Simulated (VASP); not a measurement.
Wanted: the native input for a VASP 6.6.1 run.

- Task: single point
- Functional: PBEsol
- Potentials or basis: VASP PAW PBE potentials, release 64 (Si, N)
- Cutoff: 520 eV
- k mesh: 2 × 2 × 2
- Occupations: gaussian, width 0.02 eV
- Spin: collinear spin, zero start
- Starting moments: [0.0, 0.0, 0.0, 0.0, 0.0, 0.0, 0.0, 0.0, 0.0, 0.0, 0.0, 0.0, 0.0, 0.0, 0.0, 0.0, 0.0] μB
- Dipole correction: no
- Further INCAR settings: LREAL = Auto; ALGO = Normal; EDIFF = 1e-07; NBANDS = 52

The structure of Si16N (a cell with a defect) lies in POSCAR:

```
Si16N
1.0
    0.0000000000      5.4300000000      5.4300000000
    5.4300000000      0.0000000000      5.4300000000
    5.4300000000      5.4300000000      0.0000000000
Si N
16 1
Direct
    0.0075058932     -0.0260797422     -0.0444401473
    0.1345342541      0.0714084715      0.1017578269
    0.0132541436     -0.0077918969      0.4769716390
    0.1258421731      0.1502992634      0.5773033149
    0.0158890424      0.4363481584      0.0172623389
    0.1522679558      0.6261325967      0.1592394107
    0.0017372007      0.5157563536      0.5308593002
    0.1406702578      0.6232034070      0.6526131676
    0.5069348066     -0.0025552486     -0.0129141805
    0.6314407919      0.1266706262      0.1078277164
    0.5012577348      0.0099477901      0.4835730203
    0.6359581952      0.1210681400      0.6109841621
    0.5255449355      0.5022226519     -0.0056712707
    0.6475964088      0.6239853591      0.1180207182
    0.5182118785      0.4962857274      0.4953912523
    0.6281313996      0.6358800184      0.6199940147
    0.1199448435      0.4161789134      1.1758380295
```

One way to write it, as run:

INCAR

```
PREC     = Accurate       # precision mode
ENCUT    = 520            # plane-wave cutoff, eV
EDIFF    = 1E-7           # SCF threshold, eV
ISMEAR   = 0              # smearing method
SIGMA    = 0.02           # smearing width, eV
LREAL    = Auto         
LASPH    = T              # aspherical terms in the spheres
NELM     = 150            # most SCF steps
ALGO     = Normal         # electronic algorithm
ISIF     = 2              # what is computed and relaxed
LWAVE    = F              # write WAVECAR
LCHARG   = F              # write CHGCAR
ISPIN    = 2              # spin polarisation
MAGMOM   = 0 0 0 0 0 0 0 0 0 0 0 0 0 0 0 0 0 # initial moments
LORBIT   = 11             # projections on sites
GGA      = PS             # functional
NBANDS   = 52             # bands
```

KPOINTS

```
Automatic mesh
0
Gamma
  2 2 2
```

Potentials or basis: VASP PAW PBE potentials, release 64 (Si, N).

Launch:

```bash
$ cat potpaw_PBE.64/Si/POTCAR potpaw_PBE.64/N/POTCAR > POTCAR
$ mpirun -np 1 vasp_std > vasp.out
```

Results of the run:

* Pressure: 1.8 GPa
* Largest force: 0.540 eV/Å
* Net moment: 0.00 μB per cell
* Valence electrons inside the program's atomic spheres: Si 1.70, 1.67, 1.65, 1.72, 1.71, 1.68, 1.69 (each value once); N 3.79

Caveat: the k points lie up to 0.50 Å⁻¹ apart; the PAW data sets were made with another functional, which shifts forces and pressure a little.

Wall time 30 min on 1 thread of Intel Xeon 8259CL, on a shared host, peak memory 0.73 GiB.
